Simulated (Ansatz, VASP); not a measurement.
**Two plane-wave programs on GaN**

Contents of INCAR:

```
PREC = Accurate ; ENCUT = 520
EDIFF = 1E-6 ; ISMEAR = -1
SIGMA = 0.05 ; LREAL = F
LASPH = T ; NELM = 80
ALGO = Normal ; ISIF = 2
LWAVE = F ; LCHARG = F
GGA = RE ; NBANDS = 26
```

KPOINTS

```
Automatic mesh
0
Gamma
  10 10 5
```

POSCAR

```
GaN
1.0
    3.1150838257      0.0000000000      0.0000000000
   -1.5575419129      2.6977417280      0.0000000000
    0.0000000000      0.0000000000      5.0605418376
Ga N
2 2
Direct
    0.6666666667      0.3333333333      0.5000000000
    0.3333333333      0.6666666667      0.0000000000
    0.6666666667      0.3333333333      0.8750000000
    0.3333333333      0.6666666667      0.3750000000
```

The input input.yaml:

```yaml
crystal:
  lattice:
    - [3.1150838257, 0.0, 0.0]
    - [-1.5575419129, 2.697741728, 0.0]
    - [0.0, 0.0, 5.0605418376]
  atoms:
    - { symbol: Ga, position: [0.6666666667, 0.3333333333, 0.5] }
    - { symbol: Ga, position: [0.3333333333, 0.6666666667, 0.0] }
    - { symbol: "N", position: [0.6666666667, 0.3333333333, 0.875] }
    - { symbol: "N", position: [0.3333333333, 0.6666666667, 0.375] }
hamiltonian:
  xc: revpbe
  pseudopotentials: { kind: paw }
kpoints:
  mp_grid: { grid: [10, 10, 5] }
scf:
  occupations: { method: fermi_dirac, width: 0.05 }
output:
  forces: true
  stress: true
  eigenvalues: true
```

Alike in both runs: task single point; functional revPBE; k mesh 10 × 10 × 5; occupations fermi-dirac, width 0.05 eV; no spin polarisation.

|  | VASP | Ansatz |
| --- | --- | --- |
| version | VASP 6.6.1 | Ansatz 0.2.0 |
| potentials or method | VASP PAW PBE potentials, release 64 (Ga_d, N) | Ansatz PAW |
| plane-wave cutoff (eV) | 520 | 420 |
| valence electrons in the cell | 36 | 36 |

Ansatz gave:

| Property | Result |
| --- | --- |
| gap on the k mesh at the Fermi level (eV) | 2.40 |
| least direct gap on the mesh (eV) | 2.40 |
| pressure (GPa) | 25.0 |
| traceless stress, the component that is largest in VASP (GPa) | 1.82 |
| rms of the force components (eV/Å) | 0.092 |

**Question.** Estimate VASP's values.

**Answer.** gap on the k mesh at the Fermi level (eV): 2.43; least direct gap on the mesh (eV): 2.43; pressure (GPa): 24.7; traceless stress, the component that is largest in VASP (GPa): 1.84; rms of the force components (eV/Å): 0.089.

VASP's potentials were made for PBE, not for revPBE. Atom by atom the forces differ by 0.002 eV/Å (rms over components).

Noted on Ansatz's run: odd divisions of the mesh miss points on the zone boundary, where band edges often lie, so the gap on the mesh can be too wide.
